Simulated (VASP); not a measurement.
Here is a VASP 6.6.1 calculation.

INCAR

```
SYSTEM = EuTe2
ALGO = Normal
EDIFF = 1E-7
ENCUT = 520
GGA = PE
ISIF = 2
ISMEAR = 0
ISPIN = 2
LASPH = .True.
LCHARG = .False.
LDAU = .True.
LDAUJ = 0 0
LDAUL = 3 -1
LDAUPRINT = 1
LDAUTYPE = 2
LDAUU = 6 0
LMAXMIX = 6
LORBIT = 11
LREAL = .False.
LWAVE = .False.
MAGMOM = 7.62 0 0
NBANDS = 26
NELM = 150
PREC = Accurate
SIGMA = 0.05
```

File KPOINTS:

```
k-points
0
Gamma
  8 8 8
  0 0 0
```

POSCAR

```
EuTe2
1.0
    2.7111782757      1.5652995073      4.4196066627
   -2.7111782757      1.5652995073      4.4196066627
    0.0000000000     -3.1305990146      4.4196066627
Eu Te
1 2
Direct
    0.0000000000      0.0000000000      0.0000000000
    0.2499171022      0.2499171022      0.2499171022
    0.7500828978      0.7500828978      0.7500828978
```

Potentials or basis: VASP PAW PBE potentials, release 64 (Eu, Te).

Launch:

```sh
$ cat potpaw_PBE.64/Eu/POTCAR potpaw_PBE.64/Te/POTCAR > POTCAR
$ mpirun -np 1 vasp_std > vasp.out
```

Q: Estimate the site moments.

A: Eu +6.68; Te +0.08 μB.

Q: What does it give for the pressure?

A: 0.0 GPa.

Q: Predict the net moment.

A: 7.31 μB per cell.

Forces on the atoms (eV/Å):
```
Eu   0.000  0.000  0.000
Te   0.000  0.000  0.010
Te   0.000  0.000 -0.010
```

Caveat: a cell with one magnetic atom can't hold antiferromagnetic order, which such compounds often take. The state reached can hang on the start; a lower one may exist.
